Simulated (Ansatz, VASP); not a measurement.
## KI in VASP and in Ansatz

```xyz
4
Lattice="2.5344 -4.3878 0.0000 2.5344 4.3878 0.0000 0.0000 0.0000 8.8495" Properties=species:S:1:pos:R:3 pbc="T T T"
K     2.5344    0.0000    4.4248
K     2.5344    0.0000    0.0000
I     2.5344   -2.9242    2.2124
I     2.5344    2.9242    6.6372
```

Alike in both runs: task single point; functional PBE; k mesh 6 × 6 × 4; no spin polarisation.

|  | VASP | Ansatz |
| --- | --- | --- |
| version | VASP 6.6.1 | Ansatz 0.2.0 |
| potentials or method | VASP PAW PBE potentials, release 64 (K_sv, I) | plane waves, PAW |
| plane-wave cutoff (eV) | 520 | 420 |
| occupations | gaussian, width 0.01 eV | fixed |
| valence electrons in the cell | 32 | 52 |

```tsv
	VASP	Ansatz	Ansatz less VASP
gap on the k mesh at the Fermi level (eV)	3.65	3.66	+0.003
pressure (GPa)	-0.5	-0.5	-0.01
```

VASP's potentials hold 32 valence electrons a cell and Ansatz's 52, so a difference there can come from the potentials and not from the codes.

Spin-orbit coupling is off throughout.
